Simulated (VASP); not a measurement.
A run of VASP 6.6.1 is set up as follows.

The input INCAR:

```
SYSTEM = SnO2
PREC     = Accurate       ! precision mode
ENCUT    = 520            ! plane-wave cutoff, eV
EDIFF    = 1E-7           ! SCF threshold, eV
ISMEAR   = 0              ! smearing method
SIGMA    = 0.05           ! smearing width, eV
LREAL    = .False.        ! projectors in reciprocal space
LASPH    = .True.         ! aspherical terms in the spheres
NELM     = 80             ! most SCF steps
ALGO     = Normal         ! electronic algorithm
ISIF     = 2              ! what is computed and relaxed
LWAVE    = .False.        ! write WAVECAR
LCHARG   = .False.        ! write CHGCAR
NBANDS   = 35             ! bands
```

KPOINTS

```
Automatic mesh
0
Gamma
  6 6 8
  0 0 0
```

Contents of POSCAR:

```
SnO2
1.0
    4.6665314825      0.0000000000      0.0000000000
    0.0000000000      4.6671047442      0.0000000000
    0.0000000000      0.0000000000      3.1527341536
Sn O
2 4
Direct
    0.5000000000      0.5000000000      0.5000000000
    0.0000000000      0.0000000000      0.0000000000
    0.3059833077      0.3450716815      0.0000000000
    0.8059833077      0.1549283185      0.5000000000
    0.1940166923      0.8450716815      0.5000000000
    0.6940166923      0.6549283185      0.0000000000
```

Potentials or basis: VASP PAW LDA potentials, release 64 (Sn_d, O).

Launch:

```bash
$ cat potpaw_LDA.64/Sn_d/POTCAR potpaw_LDA.64/O/POTCAR > POTCAR
$ mpirun -np 1 vasp_std > vasp.out
```

(1) Predict the largest force.

(2) Predict the band gap on the k mesh.

Results:

(1) 3.780 eV/Å.

(2) 1.96 eV.

Caveat: the cell differs from its parent crystal (atoms shifted along a free coordinate); spin-orbit coupling is left out, which moves the levels of the heavy elements; forces of over 1 eV/Å act on the atoms, so gaps and moduli don't describe the material at rest.
